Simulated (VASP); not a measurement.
Write the native input for VASP 6.6.1 that does the following.

| Quantity | Value |
| --- | --- |
| Task | relaxation of shape and atoms at fixed volume |
| Functional | PBE |
| Potentials or basis | VASP PAW PBE potentials, release 64 (H) |
| Cutoff | 600 eV |
| k mesh | 9 × 9 × 6 |
| Occupations | gaussian, width 0.02 eV |
| Spin | no spin polarisation |
| Dipole correction | no |
| Further INCAR settings | ALGO = Normal; EDIFF = 1e-07; IBRION = 2; EDIFFG = -0.01; NSW = 50; ISIF = 4 |

The structure of H lies in POSCAR:

```
H
1.0
    3.9973565973      0.0000000000      0.0000000000
   -1.9986782986      3.4618123612      0.0000000000
    0.0000000000      0.0000000000      5.2371748447
H
4
Direct
    0.3333333333      0.6666666667      0.1774038063
    0.6666666667      0.3333333333      0.6774038063
    0.6666666667      0.3333333333      0.8225961937
    0.3333333333      0.6666666667      0.3225961937
```

This cell differs from its parent crystal: volume scaled by 1.10.

These files were run (other wordings do the same):

INCAR

```
ALGO = Normal ; EDIFF = 1E-7
EDIFFG = -0.01 ; ENCUT = 600
GGA = PE ; IBRION = 2
ISIF = 4 ; ISMEAR = 0
LASPH = T ; LCHARG = F
LREAL = F ; LWAVE = F
NELM = 100 ; NSW = 50
PREC = Accurate ; SIGMA = 0.02
```

KPOINTS

```
k-points
0
Gamma
  9 9 6
```

Potentials or basis: VASP PAW PBE potentials, release 64 (H).

Run with:

```console
$ cat potpaw_PBE.64/H/POTCAR > POTCAR
$ mpirun -np 1 vasp_std > vasp.out
```

Results of the run:

| Item | Value |
| --- | --- |
| Energy gained by relaxing | 0.9 meV/atom |
| Ionic steps | 3 |
| Pressure after relaxing | -0.1 GPa |
| Band gap on the k mesh | 9.42 eV, direct |

It took 60 s on 1 thread of Intel Xeon 8259CL (shared host), peak memory 0.19 GiB.
